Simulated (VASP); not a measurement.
# C in VASP: single point with PBEsol

Aim: the single point of C with PBEsol.

All numbers are computed with VASP 6.6.1; they aren't measurements. Logs are shortened: lines on timing, memory, paths and dates and some standing lists are left out, and cuts for length are marked.

## (1) The cell of the first run

The cell holds a wire or tube with vacuum around it, 24 atoms: a = 2.459 Å, b = 11.225 Å, c = 27.272 Å, α = 90.00°, β = 90.00°, γ = 96.29°.

## (2) Single point, PBEsol

INCAR reads:

```
PREC = Accurate
ENCUT = 520
EDIFF = 1E-6
ISMEAR = 0
SIGMA = 0.1
LREAL = Auto
LASPH = True
NELM = 100
ALGO = Normal
ISIF = 2
LWAVE = False
LCHARG = False
LDIPOL = True
IDIPOL = 3
DIPOL = 0.5 0.5 0.506
GGA = PS
ISYM = 0
NBANDS = 66
```

KPOINTS reads:

```
regular mesh
0
Gamma
  14 3 1
```

POSCAR reads:

```
C
1.0
    2.4589175861      0.0000000000      0.0000000000
   -1.2294587931     11.1573276152      0.0000000000
    0.0000000000      0.0000000000     27.2724367396
C
24
Direct
    0.5828026457      0.1656052915      0.2750029296
    0.9232685969      0.8465371937      0.3094044241
    0.5868345591      0.1736691182      0.3269529247
    0.4253079261      0.8506158522      0.3353782025
    0.0888738884      0.1777477767      0.3529267032
    0.4293398395      0.8586796790      0.3873281976
    0.0929058017      0.1858116034      0.4048766983
    0.9313791687      0.8627583375      0.4133019761
    0.5949451310      0.1898902619      0.4308504767
    0.9354110821      0.8708221642      0.4652519712
    0.5989770443      0.1979540886      0.4828004719
    0.4374504113      0.8749008227      0.4912257497
    0.1010163736      0.2020327472      0.5087742503
    0.4414823247      0.8829646494      0.5431757448
    0.1050482869      0.2100965739      0.5607242455
    0.9435216540      0.8870433079      0.5691495233
    0.6070876162      0.2141752324      0.5866980239
    0.9475535673      0.8951071346      0.6210995184
    0.6111195295      0.2222390591      0.6386480191
    0.4495928966      0.8991857931      0.6470732968
    0.1131588588      0.2263177176      0.6646217975
    0.4536248099      0.9072496199      0.6990232920
    0.1171907722      0.2343815443      0.7165717926
    0.9556641392      0.9113282784      0.7249970704
```

Potentials or basis: VASP PAW PBE potentials, release 64 (C).

Launch:

```bash
cat potpaw_PBE.64/C/POTCAR > POTCAR
mpirun -np 1 vasp_std > vasp.out
```

OUTCAR:

```text
PREC = Accurate
   ENCUT = 520
   EDIFF = 1E-6
   ISMEAR = 0
   LREAL = Auto
   LASPH = True
   NELM = 100
   ISIF = 2
   GGA = PS
   ISYM = 0

 ion  position               nearest neighbor table
   1  0.583  0.166  0.275-   3 1.42
   2  0.923  0.847  0.309-   4 1.42   4 1.42
   3  0.587  0.174  0.327-   1 1.42   5 1.42   5 1.42
   4  0.425  0.851  0.335-   6 1.42   2 1.42   2 1.42
   5  0.089  0.178  0.353-   7 1.42   3 1.42   3 1.42
   6  0.429  0.859  0.387-   4 1.42   8 1.42   8 1.42
   7  0.093  0.186  0.405-   5 1.42   9 1.42   9 1.42
   8  0.931  0.863  0.413-  10 1.42   6 1.42   6 1.42
[... 12 lines left out ...]
  21  0.113  0.226  0.665-  23 1.42  19 1.42  19 1.42
  22  0.454  0.907  0.699-  24 1.42  24 1.42  20 1.42
  23  0.117  0.234  0.717-  21 1.42
  24  0.956  0.911  0.725-  22 1.42  22 1.42

IMPORTANT INFORMATION: All symmetrisations will be switched off!
NOSYMM: (Re-)initialisation of all symmetry stuff for point group C_1.

----------------------------------------------------------------------------------------

                                     Primitive cell

  volume of cell :     748.2179

  direct lattice vectors                    reciprocal lattice vectors
     2.458917586  0.000000000  0.000000000     0.406683008  0.044813598  0.000000000
    -1.229458793 11.157327615  0.000000000     0.000000000  0.089627197  0.000000000
     0.000000000  0.000000000 27.272436740     0.000000000  0.000000000  0.036667057

  length of vectors
     2.458917586 11.224862068 27.272436740     0.409144629  0.089627197  0.036667057

  position of ions in fractional coordinates (direct lattice)
     0.582802646  0.165605292  0.275002930
     0.923268597  0.846537194  0.309404424
     0.586834559  0.173669118  0.326952925
     0.425307926  0.850615852  0.335378203
     0.088873888  0.177747777  0.352926703
     0.429339840  0.858679679  0.387328198
[... 16 lines left out ...]
     0.117190772  0.234381544  0.716571793
     0.955664139  0.911328278  0.724997070

  ion indices of the primitive-cell ions
   primitive index   ion index
                 1           1
                 2           2
                 3           3
                 4           4
                 5           5
                 6           6
[... 16 lines left out ...]
                23          23
                24          24

----------------------------------------------------------------------------------------

 KPOINTS: regular mesh

[... 96 lines left out ...]
   PSTRESS=    0.0 pullay stress
   NELECT =      96.0000    total number of electrons
   NUPDOWN=      -1.0000    fix difference up-down
   EMIN   =  10.00;   EMAX   =-10.00  energy-range for DOS
   EFERMI =   0.00;   METHOD = LEGACY
   ISMEAR =     0;   SIGMA  =   0.10  broadening in eV -4-tet -1-fermi 0-gaus
   EFERMI_NEDOS =   21; number of points for ismear=-14 and -15
   IALGO  =     38    algorithm
   IMIX   =      4    mixing-type and parameters
     AMIX     =   0.40;   BMIX     =  1.00
     AMIX_MAG =   1.60;   BMIX_MAG =  1.00
  volume/ion in A,a.u.               =      31.18       210.38
  Fermi-wavevector in a.u.,A,eV,Ry     =   0.825700  1.560348  9.276198  0.681781
  Thomas-Fermi vector in A             =   1.937605
   LORBIT       =      0    0 simple, 1 ext, 2 COOP (PROOUT), +10 PAW based schemes
   GGA     = PS    functional components
   LHFCALC =     F    Hartree Fock is set to
   AEXX    =    0.0000 exact exchange contribution
   IVDW    =     0    specifies the selected vdW correction
   LEPSILON=     F    determine dielectric tensor
   LRPA    =     F    only Hartree local field effects (RPA)
 non-spin polarized calculation
 Gauss-broadening in eV      SIGMA  =   0.10
  energy-cutoff  :      520.00
  volume of cell :      748.22
 maximum number of plane-waves:     20274
   NGX =  9   NGY = 41   NGZ =101

 dipolmoment           0.000000      0.000000      0.007584 electrons x Angstroem

 number of electron      95.9999999 magnetization

 dipolmoment           0.000000      0.000000     -0.021721 electrons x Angstroem

 Free energy of the ion-electron system (eV)
  ---------------------------------------------------
  ext. energy  EPLUGINS =         0.00000000
  ---------------------------------------------------
  free energy    TOTEN  =      -214.69039075 eV

  energy without entropy =     -214.63358057  energy(sigma->0) =     -214.66198566

 E-fermi :  -3.2609     XC(G=0):  -3.7855

 val. band max:       -3.2683934060   @ k =   0.2143   0.0000   0.0000
 cond. band min:      -3.2314206768   @ k =   0.0000   0.3333   0.0000
 fundamental gap:      0.0369727292
 Fermi energy:        -3.2608583502

 k-point     1 :       0.0000    0.0000    0.0000
  band No.  band energies     occupation
      1     -22.6222      2.00000
      2     -22.5384      2.00000
      3     -22.0791      2.00000
      4     -21.9802      2.00000
      5     -21.2633      2.00000
      6     -21.1289      2.00000
[... 1375 lines left out ...]
     59       2.0817      0.00000
     60       2.2008      0.00000
 [bands above 60 left out]

------------------------ aborting loop because EDIFF is reached ----------------------------------------

 vacuum level on the upper side and lower side of the slab       (xc-potential included)        -0.103         0.037

  FORCE on cell =-STRESS in cart. coord.  units (eV):
  Direction    XX          YY          ZZ          XY          YZ          ZX
  --------------------------------------------------------------------------------------
  -------------------------------------------------------------------------------------
  Total       -1.6286600     -0.6186988     -3.3721046      0.0106112     -0.1309204     -0.0053761
  in kB       -3.4874895     -1.3248349     -7.2207702      0.0227221     -0.2803431     -0.0115119
  external PRESSURE =      -4.0110315 kB  Pullay stress =       0.0000000 kB

 VOLUME and BASIS-vectors are now :
 -----------------------------------------------------------------------------
  energy-cutoff  :      520.00
  volume of cell :      748.22
      direct lattice vectors                 reciprocal lattice vectors
     2.458917586  0.000000000  0.000000000     0.406683008  0.044813598  0.000000000
    -1.229458793 11.157327615  0.000000000     0.000000000  0.089627197  0.000000000
     0.000000000  0.000000000 27.272436740     0.000000000  0.000000000  0.036667057

 POSITION                                       TOTAL-FORCE (eV/Angst)
 -----------------------------------------------------------------------------------
      1.22946      1.84771      7.50000        -0.000028      0.008864      1.237928
      1.22946      9.44509      8.43821        -0.004294      0.216448      1.772143
      1.22946      1.93768      8.91680         0.000095     -0.129657     -1.660495
     -0.00000      9.49060      9.14658        -0.002583     -0.148603     -2.694252
      0.00000      1.98319      9.62517        -0.006465      0.063693      0.689118
     -0.00000      9.58057     10.56338         0.000129     -0.010168      0.922614
[... 16 lines left out ...]
      0.00000      2.61507     19.54266         0.003665     -0.156570     -1.255688
      1.22946     10.16799     19.77244         0.005269     -0.035797     -1.966915
 -----------------------------------------------------------------------------------
    total drift:                                0.002159     -0.003277     -0.006074

  FREE ENERGIE OF THE ION-ELECTRON SYSTEM (eV)
  ---------------------------------------------------
  free  energy   TOTEN  =      -214.6903907502 eV

  energy  without entropy=     -214.6335805700  energy(sigma->0) =     -214.66198566

 vacuum level on the upper side and lower side of the slab         3.449         3.591
```

stdout:

```text
POSCAR found type information on POSCAR C
 POSCAR found :  1 types and      24 ions
 scaLAPACK will be used
 -----------------------------------------------------------------------------
|                                                                             |
|                                                                             |
|     You enforced a specific xc type in the INCAR file but a different       |
[... 21 lines left out ...]
|                                                                             |
 -----------------------------------------------------------------------------

 POSCAR, INCAR and KPOINTS ok, starting setup
 FFT: planning ... GRIDC
 FFT: planning ... GRID_SOFT
 FFT: planning ... GRID
 WAVECAR not read
 entering main loop
```

Wall time 77 min (1 thread of Intel Xeon Platinum 8488C (Sapphire Rapids), shared host); peak memory 1 GiB.

Results:

* Free energy: -214.6904 eV
* Largest force: 2.860 eV/Å
* Band gap on the k mesh: zero (bands 48 and 49 overlap by 0.37 eV)

Forces on the atoms (eV/Å):
```
C    0.000  0.009  1.238
C   -0.004  0.216  1.772
C    0.000 -0.130 -1.660
C   -0.003 -0.149 -2.694
C   -0.006  0.064  0.689
C    0.000 -0.010  0.923
C   -0.007 -0.013 -0.412
C   -0.004 -0.024 -0.181
C    0.004  0.018  0.292
C   -0.003  0.027  0.135
C    0.002 -0.017 -0.277
C   -0.005 -0.008 -0.061
C    0.002  0.016  0.288
C    0.007  0.006  0.071
C   -0.006 -0.020 -0.316
C   -0.002  0.005 -0.135
C    0.005  0.030  0.445
C    0.004  0.018  0.208
C    0.000 -0.038 -0.762
C    0.004 -0.113 -0.930
C    0.001  0.065  1.742
C    0.002  0.239  2.850
C    0.004 -0.157 -1.256
C    0.005 -0.036 -1.967
```

Caveat: the PAW data sets were made with another functional, which shifts forces and pressure a little.
